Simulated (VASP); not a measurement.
A run of VASP 6.6.1 is set up as follows.

File INCAR:

```
PREC = Accurate
ENCUT = 520
EDIFF = 1E-6
ISMEAR = -1
SIGMA = 0.05
LREAL = F
LASPH = T
NELM = 100
ALGO = Normal
ISIF = 2
LWAVE = F
LCHARG = T
GGA = PS
LELF = T
LVHAR = T
NBANDS = 13
```

Contents of KPOINTS:

```
regular mesh
0
Gamma
  9 9 9
```

POSCAR

```
Pb
1.0
   -1.9497708762      1.9497708762      1.9497708762
    1.9497708762     -1.9497708762      1.9497708762
    1.9497708762      1.9497708762     -1.9497708762
Pb
1
Direct
    0.0000000000      0.0000000000      0.0000000000
```

Potentials or basis: VASP PAW PBE potentials, release 64 (Pb_d).

The run is started by

```sh
$ cat potpaw_PBE.64/Pb_d/POTCAR > POTCAR
$ mpirun -np 1 vasp_std > vasp.out
```

(1) Predict the pressure.

(2) Estimate the band gap on the k mesh.

Answers

(1) -0.1 GPa.

(2) zero (bands 7 and 8 overlap by 9.98 eV).

Caveat: the PAW data sets were made with another functional, which shifts forces and pressure a little; spin-orbit coupling is left out, which moves the levels of the heavy elements.
